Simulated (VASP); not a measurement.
## Ba: single point with PBEsol

Crystal: Ba.

```
CELL_PARAMETERS angstrom
-2.50000 2.50000 2.70000
2.50000 -2.50000 2.70000
2.50000 2.50000 -2.70000
ATOMIC_POSITIONS crystal
Ba 0.00000 0.00000 0.00000
```

This cell differs from its parent crystal: strain +0.000 along x and y, +0.080 along z.

| Quantity | Value |
| --- | --- |
| Program | VASP 6.6.1 |
| Task | single point |
| Functional | PBEsol |
| Potentials or basis | VASP PAW PBE potentials, release 64 (Ba_sv) |
| Cutoff | 520 eV |
| k mesh | 14 × 14 × 14 |
| Occupations | gaussian, width 0.15 eV |
| Spin | no spin polarisation |

The pressure is -1.1 GPa and the band gap on the k mesh is zero (bands 5 and 6 overlap by 0.75 eV).

Stress tensor (GPa, compression positive):
```
-0.99  0.00  0.00
 0.00 -0.99  0.00
 0.00  0.00 -1.18
```

Levels at points of the mesh, in eV from the Fermi level:
```csv
k point,band 2,band 3,band 4,band 5,band 6,band 7,band 8,band 9
"(0.00, 0.00, 0.00)",-13.95,-13.95,-13.95,-2.73,1.61,1.61,2.02,2.75
"(0.50, 0.00, 0.00)",-14.33,-14.06,-13.95,-0.89,0.83,0.99,2.69,3.60
"(0.50, 0.50, 0.00)",-14.32,-14.09,-13.97,-0.83,0.40,1.21,3.38,3.76
"(0.50, 0.50, 0.50)",-14.25,-14.19,-14.19,-0.51,-0.39,3.46,4.29,4.29
```

Run time: 2.7 min on 1 thread of Intel(R) Xeon(R) Platinum 8259CL CPU @ 2.50GHz (Skylake/Cascade Lake) (shared host), peak memory 0.34 GiB.

Caveat: the cell differs from its parent crystal (strain +0.000 along x and y, +0.080 along z); the PAW data sets were made with another functional, which shifts forces and pressure a little; spin-orbit coupling is left out, which moves the levels of the heavy elements.
